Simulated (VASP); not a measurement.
Write the native input for VASP 6.6.1 that does the following.

* Task: single point
* Functional: r2SCAN
* Potentials or basis: VASP PAW PBE potentials, release 64 (Cu, O)
* Cutoff: 520 eV
* k mesh: 4 × 4 × 4
* Occupations: gaussian, width 0.1 eV
* Spin: collinear spin
* Starting moments: [1.0, 1.0, 1.0, 1.0, 1.0, 1.0, 1.0, 1.0, 0.0] μB
* Dipole correction: no
* Further INCAR settings: ALGO = Normal; EDIFF = 1e-07; NBANDS = 61

Crystal: Cu8O.

```
Cu O
1.0
     5.36334    0.00000    0.00000
     0.00000    2.75764    3.65026
     0.00000   -2.75764    3.65026
Cu O
8 1
Cartesian
  0.0000 1.1644 2.6192
  0.0000 -1.1644 2.6192
  2.6817 1.3973 2.7904
  2.6817 -1.3973 2.7904
  1.4210 0.0000 4.5481
  3.9423 0.0000 4.5481
  3.8406 0.0000 1.0416
  1.5227 0.0000 1.0416
  0.0000 0.0000 7.2037
```

These files were run (other wordings do the same):

POSCAR

```
Cu8O
1.0
    5.3633350000      0.0000000000      0.0000000000
    0.0000000000      2.7576360000      3.6502600000
    0.0000000000     -2.7576360000      3.6502600000
Cu O
8 1
Direct
    0.0000000000      0.5698790000      0.1476480000
    0.0000000000      0.1476480000      0.5698790000
    0.5000000000      0.6355650000      0.1288650000
    0.5000000000      0.1288650000      0.6355650000
    0.2649510000      0.6229870000      0.6229870000
    0.7350490000      0.6229870000      0.6229870000
    0.7160910000      0.1426680000      0.1426680000
    0.2839090000      0.1426680000      0.1426680000
    0.0000000000      0.9867330000      0.9867330000
```

INCAR.step1

```
SYSTEM = Cu8O
ALGO = Normal
EDIFF = 1E-4
ENCUT = 520
GGA = PE
ISMEAR = 0
ISPIN = 2
LASPH = .TRUE.
LCHARG = .FALSE.
LMAXMIX = 4
LREAL = .FALSE.
LWAVE = .TRUE.
MAGMOM = 1 1 1 1 1 1 1 1 0
NBANDS = 61
NELM = 150
PREC = Accurate
SIGMA = 0.1
```

INCAR.step2

```
SYSTEM = Cu8O
ALGO = Normal
EDIFF = 1E-7
ENCUT = 520
ISIF = 2
ISMEAR = 0
ISPIN = 2
ISTART = 1
LASPH = .TRUE.
LCHARG = .FALSE.
LMAXMIX = 4
LMIXTAU = .TRUE.
LORBIT = 11
LREAL = .FALSE.
LWAVE = .FALSE.
MAGMOM = 1 1 1 1 1 1 1 1 0
METAGGA = R2SCAN
NBANDS = 61
NELM = 150
PREC = Accurate
SIGMA = 0.1
```

KPOINTS

```
k-points
0
G
  4 4 4
  0 0 0
```

Potentials or basis: VASP PAW PBE potentials, release 64 (Cu, O).

Launch:

```bash
$ cat potpaw_PBE.64/Cu/POTCAR potpaw_PBE.64/O/POTCAR > POTCAR
$ cp INCAR.step1 INCAR
$ mpirun -np 1 vasp_std > vasp.out
$ cp INCAR.step2 INCAR
$ mpirun -np 1 vasp_std > vasp.out
```

It gave:

| Property | Result |
| --- | --- |
| Pressure | -1.9 GPa |
| Largest force | 0.274 eV/Å |
| Band gap on the k mesh | zero (filled and empty bands overlap) |
| Net moment | 0.00 μB per cell |
| Valence electrons inside the program's atomic spheres | Cu 10.08, 9.97, 9.94 (each value once); O 5.04 |

Caveat: the PAW data sets were made with another functional, which shifts forces and pressure a little.

Wall time 31 min on 1 thread of Oxide Virtual Turin-like Processor, on a shared host, peak memory 0.37 GiB.
